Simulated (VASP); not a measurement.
Write the native input for VASP 6.6.1 that does the following.

```
Task                   : single point
Functional             : PBE
Dispersion             : D3(BJ)
Potentials or basis    : VASP PAW PBE potentials, release 64 (Cu, H)
Cutoff                 : 520 eV
k mesh                 : 5 × 5 × 1
Occupations            : gaussian, width 0.1 eV
Spin                   : no spin polarisation
Dipole correction      : yes
Further INCAR settings : ALGO = Normal; EDIFF = 1e-07; NBANDS = 78
```

The structure of Cu12H lies in POSCAR:

```
Cu12H
1.0
    5.0378287988      0.0000000000      0.0000000000
    0.0000000000      5.0378287988      0.0000000000
    0.0000000000      0.0000000000     20.6622829064
Cu H
12 1
Direct
    0.2500000000      0.2500000000      0.1935894508
    0.2500000000      0.7500000000      0.1935894508
    0.7500000000      0.2500000000      0.1935894508
    0.7500000000      0.7500000000      0.1935894508
    0.0000000000      0.0000000000      0.2797919997
    0.0000000000      0.5000000000      0.2797919997
    0.5000000000      0.0000000000      0.2797919997
    0.5000000000      0.5000000000      0.2797919997
    0.2500000000      0.2500000000      0.3659945486
    0.2500000000      0.7500000000      0.3659945486
    0.7500000000      0.2500000000      0.3659945486
    0.7500000000      0.7500000000      0.3659945486
    0.2500000000      0.3333333333      0.4869879554
```

These files were run (other wordings do the same):

INCAR

```
SYSTEM = Cu12H
PREC     = Accurate       ! precision mode
ENCUT    = 520            ! plane-wave cutoff, eV
EDIFF    = 1E-7           ! SCF threshold, eV
ISMEAR   = 0              ! smearing method
SIGMA    = 0.1            ! smearing width, eV
LREAL    = .False.        ! projectors in reciprocal space
LASPH    = .True.         ! aspherical terms in the spheres
NELM     = 100            ! most SCF steps
ALGO     = Normal         ! electronic algorithm
ISIF     = 2              ! what is computed and relaxed
LWAVE    = .False.        ! write WAVECAR
LCHARG   = .False.        ! write CHGCAR
LDIPOL   = .True.       
IDIPOL   = 3            
DIPOL    = 0.5 0.5 0.296
GGA      = PE             ! functional
IVDW     = 12             ! dispersion correction
NBANDS   = 78             ! bands
```

KPOINTS

```
regular mesh
0
Gamma
  5 5 1
  0 0 0
```

Potentials or basis: VASP PAW PBE potentials, release 64 (Cu, H).

Run with:

```sh
$ cat potpaw_PBE.64/Cu/POTCAR potpaw_PBE.64/H/POTCAR > POTCAR
$ mpirun -np 1 vasp_std > vasp.out
```

Results of the run:

| Quantity | Value |
| --- | --- |
| Largest force | 1.553 eV/Å |
| Band gap on the k mesh | zero (an odd number of electrons rules out a gap without spin polarisation) |
| Dispersion energy per atom | -0.343 eV |

Run time: 20 min on 1 thread of Intel(R) Xeon(R) Platinum 8488C (Sapphire Rapids) (shared host), peak memory 0.68 GiB.
